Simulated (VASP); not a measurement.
A run of VASP 6.6.1 is set up as follows.

Contents of INCAR:

```
SYSTEM = Mg32HO31
ALGO = Normal
EDIFF = 1E-6
ENCUT = 520
GGA = PS
GGA_COMPAT = .FALSE.
ISIF = 2
ISMEAR = -1
ISYM = -1
LASPH = .TRUE.
LCHARG = .FALSE.
LREAL = Auto
LWAVE = .FALSE.
NBANDS = 164
NELECT = 252.0
NELM = 120
PREC = Accurate
SIGMA = 0.05
```

File KPOINTS:

```
explicit points
1
Reciprocal
  0.25000000   0.25000000   0.25000000 1
```

The input POSCAR:

```
Mg32HO31
1.0
    8.4288080000      0.0000000000      0.0000000000
    0.0000000000      8.4288080000      0.0000000000
    0.0000000000      0.0000000000      8.4288080000
O H Mg
31 1 32
Direct
    0.2483690000      0.0001000000      0.9994980000
    0.2486350000      0.0002050000      0.4984320000
    0.2486360000      0.4990380000      0.9996050000
    0.7483600000      0.9987550000      0.9981520000
    0.7497040000      0.0001000000      0.4981620000
    0.7497030000      0.4987650000      0.9994970000
    0.7498120000      0.4990280000      0.4984230000
    0.9979040000      0.2482980000      0.9972350000
    0.9912220000      0.2416210000      0.4979830000
    0.9971080000      0.7497080000      0.9998830000
    0.9992660000      0.7503460000      0.4990560000
    0.4993130000      0.2475050000      0.9998770000
    0.4999440000      0.2496620000      0.4990450000
    0.4986840000      0.7490840000      0.9988990000
    0.5115780000      0.7619720000      0.4909270000
    0.9979030000      0.9978360000      0.2476960000
    0.9971070000      0.0004850000      0.7491050000
    0.9912260000      0.4985720000      0.2410210000
    0.9992590000      0.4996540000      0.7497480000
    0.4993120000      0.0004850000      0.2469000000
    0.4986830000      0.9994980000      0.7484780000
    0.4999480000      0.4996480000      0.2490540000
    0.5115720000      0.4915410000      0.7613610000
    0.2481870000      0.2416180000      0.2410150000
    0.2492530000      0.2496600000      0.7497350000
    0.2492600000      0.7503380000      0.2490620000
    0.2411260000      0.7619730000      0.7613660000
    0.7474380000      0.2482980000      0.2476950000
    0.7500870000      0.2475030000      0.7491060000
    0.7500930000      0.7497060000      0.2468990000
    0.7491010000      0.7490830000      0.7484800000
    0.3422950000      0.5926730000      0.5920750000
    0.9984650000      0.9988120000      0.9982100000
    0.9975930000      0.9987950000      0.4985070000
    0.9975920000      0.4991120000      0.9981950000
    0.0006740000      0.4948830000      0.4942870000
    0.4982680000      0.9983180000      0.9977160000
    0.5003510000      0.0013460000      0.4979200000
    0.5003460000      0.4985250000      0.0007360000
    0.5026040000      0.5002550000      0.4996390000
    0.2487120000      0.2479890000      0.9981870000
    0.2445010000      0.2510240000      0.4942780000
    0.2481280000      0.7507430000      0.0007440000
    0.2498710000      0.7529800000      0.4996610000
    0.7484100000      0.2488650000      0.9982080000
    0.7483970000      0.2479940000      0.4985040000
    0.7479210000      0.7486630000      0.9977170000
    0.7509490000      0.7507450000      0.4979200000
    0.2487130000      0.9987890000      0.2473890000
    0.2481270000      0.0013450000      0.7501430000
    0.2445030000      0.4948720000      0.2504100000
    0.2498510000      0.5002600000      0.7523820000
    0.7484110000      0.9988130000      0.2482610000
    0.7479200000      0.9983200000      0.7480620000
    0.7484000000      0.4991100000      0.2473890000
    0.7509450000      0.4985240000      0.7501390000
    0.9980330000      0.2484240000      0.2478180000
    0.9984010000      0.2488060000      0.7471300000
    0.9984050000      0.7477340000      0.2482020000
    0.9989290000      0.7504870000      0.7498850000
    0.4973350000      0.2488030000      0.2481950000
    0.5000840000      0.2493360000      0.7498810000
    0.5000880000      0.7504870000      0.2487290000
    0.4927940000      0.7431910000      0.7425830000
```

Potentials or basis: VASP PAW PBE potentials, release 64 (O, H, Mg).

Launch:

```console
$ cat potpaw_PBE.64/O/POTCAR potpaw_PBE.64/H/POTCAR potpaw_PBE.64/Mg/POTCAR > POTCAR
$ mpirun -np 1 vasp_std > vasp.out
```

**Question.** Predict the largest force.

**Answer.** 0.020 eV/Å.

Forces on the atoms (eV/Å):
```
O   -0.006  0.002 -0.002
O   -0.004  0.005 -0.005
O   -0.006 -0.006  0.004
O   -0.001  0.000  0.000
O   -0.001  0.000 -0.007
O   -0.001 -0.005 -0.002
O    0.005 -0.004 -0.005
O   -0.004 -0.003  0.000
O    0.003  0.004  0.010
O   -0.001  0.000 -0.001
O   -0.006  0.002 -0.009
O   -0.003 -0.003 -0.001
O    0.000 -0.005 -0.011
O   -0.004 -0.004  0.001
O   -0.002 -0.002  0.005
O   -0.004 -0.002 -0.003
O    0.000 -0.001 -0.002
O    0.006  0.009  0.004
O   -0.009 -0.008 -0.003
O   -0.001 -0.001  0.000
O   -0.004  0.004 -0.005
O    0.000 -0.007 -0.009
O   -0.001  0.006 -0.001
O    0.009  0.004  0.004
O   -0.011 -0.005 -0.002
O   -0.009  0.002 -0.007
O    0.007 -0.002 -0.003
O   -0.001 -0.004 -0.002
O   -0.001 -0.003 -0.003
O   -0.001 -0.001  0.000
O    0.003 -0.003 -0.004
H    0.000  0.000  0.001
Mg   0.005  0.000  0.000
Mg   0.002  0.003  0.005
Mg   0.002  0.004  0.005
Mg  -0.012 -0.001  0.000
Mg   0.001  0.003  0.004
Mg   0.002 -0.007  0.003
Mg   0.003  0.001 -0.006
Mg  -0.005  0.004  0.005
Mg   0.005  0.001  0.004
Mg  -0.001 -0.009  0.000
Mg   0.002  0.001 -0.006
Mg   0.003 -0.004  0.004
Mg   0.001  0.005  0.001
Mg   0.005  0.001  0.006
Mg   0.004  0.001  0.004
Mg  -0.006  0.000  0.003
Mg   0.005  0.004  0.002
Mg   0.002 -0.007  0.002
Mg  -0.001  0.000 -0.009
Mg   0.005  0.004 -0.003
Mg   0.001  0.000  0.005
Mg   0.004  0.003  0.002
Mg   0.005  0.004  0.002
Mg  -0.006  0.001  0.003
Mg   0.011  0.012  0.013
Mg   0.004  0.002 -0.004
Mg   0.004 -0.005  0.004
Mg   0.006  0.002  0.002
Mg  -0.003  0.002  0.003
Mg   0.002  0.005  0.002
Mg   0.002  0.002  0.006
Mg  -0.005 -0.006 -0.006
```

Caveat: the cell carries a net charge on a neutralising background, which shifts energy and pressure; the PAW data sets were made with another functional, which shifts forces and pressure a little.
